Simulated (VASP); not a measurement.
Runs of VASP 6.6.1 on H4CO. The cells are those of the table. 

```tsv
cell	gap on the mesh (eV)	pressure (GPa)	largest force (eV/Å)
a = 8.138, b = 8.073, c = 8.057 Å, 36 atoms	4.03	-0.4	(b)
a = 8.292, b = 8.160, c = 8.171 Å, 36 atoms	3.99	-0.9	5.35
a = 8.532, b = 8.244, c = 8.652 Å, 36 atoms	3.86	-0.2	8.36
a = 8.428, b = 8.178, c = 8.304 Å, 36 atoms	3.86	-2.5	6.28
a = 8.467, b = 8.582, c = 9.025 Å, 36 atoms	4.09	-0.6	(a)
a = 8.463, b = 8.330, c = 8.675 Å, 36 atoms	4.09	-0.7	4.94
```

Alike in all rows: task single point; level PBE+D3(BJ); potentials or basis VASP PAW PBE potentials, release 64 (C, O, H); no spin polarisation; k mesh 1 × 1 × 1; cutoff (eV) 520; smearing fermi-dirac 0.05 eV.

Task: Fill in the values left out.

Result: (a) 7.10; (b) 6.12.

Caveats: all runs use coarse meshes.

A k mesh can miss the band edges.
